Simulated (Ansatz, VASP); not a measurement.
## Two plane-wave programs on Be

```xyz
2
Lattice="2.2995 0.0000 0.0000 -1.1498 1.9416 0.0000 0.0000 0.0000 3.6009" Properties=species:S:1:pos:R:3 pbc="T T T"
Be    0.0000    1.2944    0.9002
Be    1.1498    0.6472    2.7007
```

Change from the starting cell: strain -0.0250 x Voigt [0, 1, 0, 0, 0, 0], atoms carried along.

Alike in both runs: task single point; functional PBEsol; k mesh 24 × 24 × 14; occupations gaussian, width 0.15 eV; no spin polarisation.

|  | VASP | Ansatz |
| --- | --- | --- |
| version | VASP 6.6.1 | Ansatz 0.2.0 |
| potentials or method | VASP PAW PBE potentials, release 64 (Be), cutoff 520 eV | scalar-relativistic, plane waves, PAW |
| valence electrons in the cell | 4 | 4 |

```tsv
	VASP	Ansatz	Ansatz less VASP
gap on the k mesh at the Fermi level (eV)	none	none	-
pressure (GPa)	-2.7	-3.0	-0.35
traceless stress, the component that is largest in VASP (GPa)	4.27	4.29	+0.015
rms of the force components (eV/Å)	0.037	0.037	-0.0003
```

VASP's potentials were made for PBE, not for PBEsol. Atom by atom the forces differ by 0.000 eV/Å (rms over components). A gap of «none» marks a metal or a gap that the smearing closes.
